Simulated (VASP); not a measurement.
# BeSe2 (R-3m) in VASP: single point with PBE

Aim: the single point of BeSe2 with PBE.

Program: VASP 6.6.1. These are calculated values, not measurements. Logs are shortened: lines on timing, memory, paths and dates and some standing lists are left out, and cuts for length are marked.

### Step 1. The cell of the first run

The structure is trigonal, space group R-3m (No. 166). The conventional cell has a = 7.008 Å, b = 7.008 Å, c = 8.636 Å, α = 90.00°, β = 90.00°, γ = 120.00°. Within 2.8 Å of Be (site symmetry 3m) lie 4 Se at 2.15 Å. Within 2.8 Å of Se (site symmetry 2/m) lie 2 Be at 2.15 Å. Se (site symmetry -3m) has 2 Be at 2.15 Å within 2.8 Å.

The cell was built from a structure type or drawn by symmetry, and may not be a known phase.

### Step 2. Single point, PBE

File INCAR:

```
SYSTEM = BeSe2
PREC     = Accurate       ! precision mode
ENCUT    = 600            ! plane-wave cutoff, eV
EDIFF    = 1E-6           ! SCF threshold, eV
ISMEAR   = 0              ! smearing method
SIGMA    = 0.2            ! smearing width, eV
LREAL    = .False.        ! projectors in reciprocal space
LASPH    = .True.         ! aspherical terms in the spheres
NELM     = 120            ! most SCF steps
ALGO     = Normal         ! electronic algorithm
ISIF     = 2              ! what is computed and relaxed
LWAVE    = .False.        ! write WAVECAR
LCHARG   = .False.        ! write CHGCAR
GGA      = PE             ! functional
NBANDS   = 23             ! bands
GGA_COMPAT= .False.
```

File KPOINTS:

```
Automatic mesh
0
Gamma
  3 3 3
  0 0 0
```

File POSCAR:

```
BeSe2
1.0
    3.5040523151      2.0230655474      2.8785866672
   -3.5040523151      2.0230655474      2.8785866672
    0.0000000000     -4.0461310948      2.8785866672
Be Se
2 4
Direct
    0.7510256841      0.7510256841      0.7510256841
    0.2489743159      0.2489743159      0.2489743159
    0.5000000000      0.5000000000      0.0000000000
    0.0000000000      0.5000000000      0.5000000000
    0.5000000000      0.0000000000      0.5000000000
    0.0000000000      0.0000000000      0.0000000000
```

Potentials or basis: VASP PAW PBE potentials, release 64 (Be, Se).

Started as:

```sh
> cat potpaw_PBE.64/Be/POTCAR potpaw_PBE.64/Se/POTCAR > POTCAR
> mpirun -np 1 vasp_std > vasp.out
```

OUTCAR:

```text
SYSTEM = BeSe2
   PREC = Accurate
   ENCUT = 600
   EDIFF = 1E-6
   ISMEAR = 0
   LREAL = .False.
   LASPH = .True.
   NELM = 120
   ISIF = 2
   GGA = PE

 ion  position               nearest neighbor table
   1  0.751  0.751  0.751-   6 2.15   5 2.15   4 2.15   3 2.15
   2  0.249  0.249  0.249-   6 2.15   5 2.15   4 2.15   3 2.15
   3  0.500  0.500  0.000-   1 2.15   2 2.15
   4  0.000  0.500  0.500-   1 2.15   2 2.15
   5  0.500  0.000  0.500-   1 2.15   2 2.15
   6  0.000  0.000  0.000-   1 2.15   2 2.15

  LATTYP: Found a trigonal (rhomboedric) cell.
 ALAT       =     4.9656256440
 COS(alpha) =     0.0040828566

  Lattice vectors:

 A1 = (   3.5040523151,   2.0230655474,   2.8785866672)
 A2 = (  -3.5040523151,   2.0230655474,   2.8785866672)
 A3 = (   0.0000000000,  -4.0461310948,   2.8785866672)

Analysis of symmetry for initial positions (statically):
=====================================================================
 Subroutine PRICEL returns:
 Original cell was already a primitive cell.

 Routine SETGRP: Setting up the symmetry group for a
 trigonal (rhombohedral) supercell.

 Subroutine GETGRP returns: Found 12 space group operations
 (whereof 12 operations were pure point group operations)
 out of a pool of 12 trial point group operations.

The static configuration has the point symmetry D_3d.

Analysis of symmetry for dynamics (positions and initial velocities):
=====================================================================
 Subroutine PRICEL returns:
 Original cell was already a primitive cell.

 Routine SETGRP: Setting up the symmetry group for a
 trigonal (rhombohedral) supercell.

 Subroutine GETGRP returns: Found 12 space group operations
 (whereof 12 operations were pure point group operations)
 out of a pool of 12 trial point group operations.

The dynamic configuration has the point symmetry D_3d.

 Subroutine INISYM returns: Found 12 space group operations
 (whereof 12 operations are pure point group operations),
 and found     1 'primitive' translations

----------------------------------------------------------------------------------------

                                     Primitive cell

  volume of cell :     122.4366

  direct lattice vectors                    reciprocal lattice vectors
     3.504052315  2.023065547  2.878586667     0.142691934  0.082383226  0.115797567
    -3.504052315  2.023065547  2.878586667    -0.142691934  0.082383226  0.115797567
     0.000000000 -4.046131095  2.878586667     0.000000000 -0.164766452  0.115797567

  length of vectors
     4.965625644  4.965625644  4.965625644     0.201387836  0.201387836  0.201387836

  position of ions in fractional coordinates (direct lattice)
     0.751025684  0.751025684  0.751025684
     0.248974316  0.248974316  0.248974316
     0.500000000  0.500000000  0.000000000
     1.000000000  0.500000000  0.500000000
     0.500000000  1.000000000  0.500000000
     0.000000000  0.000000000  0.000000000

  ion indices of the primitive-cell ions
   primitive index   ion index
                 1           1
                 2           2
                 3           3
                 4           4
                 5           5
                 6           6

----------------------------------------------------------------------------------------

 KPOINTS: Automatic mesh

Automatic generation of k-mesh.
 Grid dimensions read from file:
 generate k-points for:    3    3    3

 Generating k-lattice:

  Cartesian coordinates                     Fractional coordinates (reciprocal lattice)
     0.047563978  0.027461075  0.038599189     0.333333333 -0.000000000  0.000000000
    -0.047563978  0.027461075  0.038599189    -0.000000000  0.333333333  0.000000000
     0.000000000 -0.054922151  0.038599189     0.000000000  0.000000000  0.333333333

  Length of vectors
     0.067129279  0.067129279  0.067129279

  Shift w.r.t. Gamma in fractional coordinates (k-lattice)
     0.000000000  0.000000000  0.000000000

 Subroutine IBZKPT returns following result:
 ===========================================

 Found      6 irreducible k-points:

 Following reciprocal coordinates:
            Coordinates               Weight
  0.000000  0.000000  0.000000      1.000000
  0.333333  0.000000  0.000000      6.000000
  0.333333  0.333333  0.000000      6.000000
 -0.333333  0.333333  0.000000      6.000000
  0.333333  0.333333  0.333333      2.000000
 -0.333333  0.333333  0.333333      6.000000
   k-points           NKPTS =      6   k-points in BZ     NKDIM =      6   number of bands    NBANDS=     23
   number of dos      NEDOS =    301   number of ions     NIONS =      6
   total plane-waves  NPLWV =  64000
   dimension x,y,z NGX =    40 NGY =   40 NGZ =   40
   dimension x,y,z NGXF=    80 NGYF=   80 NGZF=   80
   ions per type =               2   4
   NGX,Y,Z   is equivalent  to a cutoff of  13.39, 13.39, 13.39 a.u.
   NGXF,Y,Z  is equivalent  to a cutoff of  26.78, 26.78, 26.78 a.u.
 SYSTEM =  BeSe2
   PREC   = accura    normal or accurate (medium, high low for compatibility)
   ISTART =      0    job   : 0-new  1-cont  2-samecut
   ICHARG =      2    charge: 1-file 2-atom 10-const
   ISPIN  =      1    spin polarized calculation?
   LNONCOLLINEAR =      F non collinear calculations
   LSORBIT =      F    spin-orbit coupling
   LASPH  =      T    aspherical Exc in radial PAW
   ENCUT  =  600.0 eV  44.10 Ry    6.64 a.u.   9.92  9.92  9.92*2*pi/ulx,y,z
   NELM   =    120;   NELMIN=  2; NELMDL= -5     # of ELM steps
   EDIFF  = 0.1E-05   stopping-criterion for ELM
   LREAL  =      F    real-space projection
   EDIFFG = 0.1E-04   stopping-criterion for IOM
   NSW    =      0    number of steps for IOM
   IBRION =     -1    ionic relax: 0-MD 1-quasi-New 2-CG
   NFREE  =      0    steps in history (QN), initial steepest desc. (CG)
   ISIF   =      2    stress and relaxation
   ISYM   =      2    0-nonsym 1-usesym 2-fastsym
   POTIM  = 0.5000    time-step for ionic-motion
   TEBEG  =    0.0;   TEEND  =   0.0 temperature during run
   PSTRESS=    0.0 pullay stress
   NELECT =      28.0000    total number of electrons
   NUPDOWN=      -1.0000    fix difference up-down
   EMIN   =  10.00;   EMAX   =-10.00  energy-range for DOS
   EFERMI =   0.00;   METHOD = LEGACY
   ISMEAR =     0;   SIGMA  =   0.20  broadening in eV -4-tet -1-fermi 0-gaus
   EFERMI_NEDOS =   21; number of points for ismear=-14 and -15
   IALGO  =     38    algorithm
   IMIX   =      4    mixing-type and parameters
     AMIX     =   0.40;   BMIX     =  1.00
     AMIX_MAG =   1.60;   BMIX_MAG =  1.00
  volume/ion in A,a.u.               =      20.41       137.71
  Fermi-wavevector in a.u.,A,eV,Ry     =   1.001130  1.891861 13.636593  1.002261
  Thomas-Fermi vector in A             =   2.133532
   LORBIT       =      0    0 simple, 1 ext, 2 COOP (PROOUT), +10 PAW based schemes
   GGA     = PE    functional components
   LHFCALC =     F    Hartree Fock is set to
   AEXX    =    0.0000 exact exchange contribution
   IVDW    =     0    specifies the selected vdW correction
   LEPSILON=     F    determine dielectric tensor
   LRPA    =     F    only Hartree local field effects (RPA)
 non-spin polarized calculation
 Gauss-broadening in eV      SIGMA  =   0.20
  energy-cutoff  :      600.00
  volume of cell :      122.44
 maximum number of plane-waves:      4104
   NGX = 19   NGY = 19   NGZ = 19

 number of electron      27.9999998 magnetization

 Free energy of the ion-electron system (eV)
  ---------------------------------------------------
  ext. energy  EPLUGINS =         0.00000000
  ---------------------------------------------------
  free energy    TOTEN  =       -20.94015467 eV

  energy without entropy =      -20.87822150  energy(sigma->0) =      -20.90918808

 E-fermi :   2.7606     XC(G=0):  -9.3599

 val. band max:        2.6796520088   @ k =  -0.3333   0.3333   0.0000
 cond. band min:       2.9773810447   @ k =   0.3333   0.0000   0.0000
 fundamental gap:      0.2977290359
 Fermi energy:         2.7605935825

 k-point     1 :       0.0000    0.0000    0.0000
  band No.  band energies     occupation
      1     -11.1532      2.00000
      2      -9.1112      2.00000
      3      -9.1031      2.00000
      4      -9.1031      2.00000
      5      -3.4321      2.00000
      6      -0.8256      2.00000
[... 15 lines left out ...]
     22       9.0965      0.00000
     23       9.5976      0.00000

 k-point     2 :       0.3333    0.0000    0.0000
  band No.  band energies     occupation
      1     -10.7533      2.00000
      2      -9.7661      2.00000
      3      -9.0809      2.00000
      4      -9.0751      2.00000
      5      -2.7205      2.00000
      6      -1.3127      2.00000
[... 15 lines left out ...]
     22      10.3467      0.00000
     23      11.0294      0.00000

 k-point     3 :       0.3333    0.3333    0.0000
  band No.  band energies     occupation
      1     -10.4077      2.00000
      2      -9.6391      2.00000
      3      -9.4981      2.00000
      4      -9.2305      2.00000
      5      -2.4568      2.00000
      6      -1.9146      2.00000
[... 15 lines left out ...]
     22      10.4705      0.00000
     23      11.5707      0.00000

 k-point     4 :      -0.3333    0.3333    0.0000
  band No.  band energies     occupation
      1     -10.3981      2.00000
      2      -9.6489      2.00000
      3      -9.5152      2.00000
      4      -9.2158      2.00000
      5      -2.4445      2.00000
      6      -1.9131      2.00000
[... 15 lines left out ...]
     22      10.4674      0.00000
     23      11.5887      0.00000

 k-point     5 :       0.3333    0.3333    0.3333
  band No.  band energies     occupation
      1     -10.1486      2.00000
      2      -9.6346      2.00000
      3      -9.4477      2.00000
      4      -9.4477      2.00000
      5      -3.2924      2.00000
      6      -1.7511      2.00000
[... 15 lines left out ...]
     22      10.7424      0.00000
     23      10.7424      0.00000

 k-point     6 :      -0.3333    0.3333    0.3333
  band No.  band energies     occupation
      1     -10.1297      2.00000
      2      -9.6373      2.00000
      3      -9.4703      2.00000
      4      -9.4482      2.00000
      5      -3.2841      2.00000
      6      -1.7430      2.00000
[... 15 lines left out ...]
     22      10.7460      0.00000
     23      10.7714      0.00000

------------------------ aborting loop because EDIFF is reached ----------------------------------------

  FORCE on cell =-STRESS in cart. coord.  units (eV):
  Direction    XX          YY          ZZ          XY          YZ          ZX
  --------------------------------------------------------------------------------------
  -------------------------------------------------------------------------------------
  Total        0.2950418      0.2950418      0.1568046      0.0000000     -0.0000000      0.0000000
  in kB        3.8608509      3.8608509      2.0519096      0.0000000     -0.0000000      0.0000000
  external PRESSURE =       3.2578704 kB  Pullay stress =       0.0000000 kB

 VOLUME and BASIS-vectors are now :
 -----------------------------------------------------------------------------
  energy-cutoff  :      600.00
  volume of cell :      122.44
      direct lattice vectors                 reciprocal lattice vectors
     3.504052315  2.023065547  2.878586667     0.142691934  0.082383226  0.115797567
    -3.504052315  2.023065547  2.878586667    -0.142691934  0.082383226  0.115797567
     0.000000000 -4.046131095  2.878586667     0.000000000 -0.164766452  0.115797567

 POSITION                                       TOTAL-FORCE (eV/Angst)
 -----------------------------------------------------------------------------------
      0.00000      0.00000      6.48568         0.000000      0.000000     -0.007824
      0.00000      0.00000      2.15008         0.000000     -0.000000      0.007824
      0.00000      2.02307      2.87859         0.000000     -0.000000      0.000000
     -1.75203     -1.01153      2.87859        -0.000000     -0.000000     -0.000000
      1.75203     -1.01153      2.87859         0.000000     -0.000000     -0.000000
      0.00000      0.00000      0.00000         0.000000     -0.000000     -0.000000
 -----------------------------------------------------------------------------------
    total drift:                                0.000000      0.000000     -0.000000

  FREE ENERGIE OF THE ION-ELECTRON SYSTEM (eV)
  ---------------------------------------------------
  free  energy   TOTEN  =       -20.9401546683 eV

  energy  without entropy=      -20.8782214998  energy(sigma->0) =      -20.90918808
```

Wall time 13 s (1 thread of AMD EPYC 9R45 (Zen 5), shared host); peak memory 0.2 GiB.

Results:

```yaml
Free_energy: -20.9402 eV
Pressure: 0.3 GPa
Largest_force: 0.008 eV/Å
Band_gap_on_the_k_mesh: zero (bands 14 and 15 overlap by 1.10 eV)
```

Forces in eV/Å, atoms in the order of the input:
```
Be   0.000  0.000 -0.008
Be   0.000  0.000  0.008
Se   0.000  0.000  0.000
Se   0.000  0.000  0.000
Se   0.000  0.000  0.000
Se   0.000  0.000  0.000
```

Stress tensor (GPa, compression positive):
```
0.39 0.00 0.00
0.00 0.39 0.00
0.00 0.00 0.21
```

Caveat: the k points lie up to 0.42 Å⁻¹ apart, too coarse for converged energies and pressures of a metal.
